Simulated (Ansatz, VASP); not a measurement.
**MgB2: VASP beside Ansatz**

```
Mg B
1.0
     3.12560    0.00000    0.00000
    -1.56280    2.70685    0.00000
     0.00000    0.00000    3.56936
Mg B
1 2
Cartesian
  0.0000 0.0000 0.0000
  0.0000 1.8046 1.7847
  1.5628 0.9023 1.7847
```

Change from the starting cell: volume scaled by 1.04, crystal datasets.

Alike in both runs: task electric field gradients; functional PBE; k mesh 12 × 12 × 9; occupations fermi-dirac, width 0.05 eV; no spin polarisation.

|  | VASP | Ansatz |
| --- | --- | --- |
| version | VASP 6.6.1 | Ansatz 0.2.0 |
| potentials or method | VASP PAW PBE potentials, release 64 (Mg, B), cutoff 520 eV | all-electron PAW with datasets made for the crystal, scalar-relativistic |

Ansatz gave:

* pressure (GPa): -6.5
* traceless stress, the component that is largest in VASP (GPa): 1.93
* size of Vzz on the site where it differs most (V/Å²): 2.6

**Question.** Estimate VASP's values.

**Answer.** Pressure (GPa): -6.7; traceless stress, the component that is largest in VASP (GPa): 1.79; size of Vzz on the site where it differs most (V/Å²): 0.1.

Ansatz ran all-electron here, and VASP with PAW potentials.
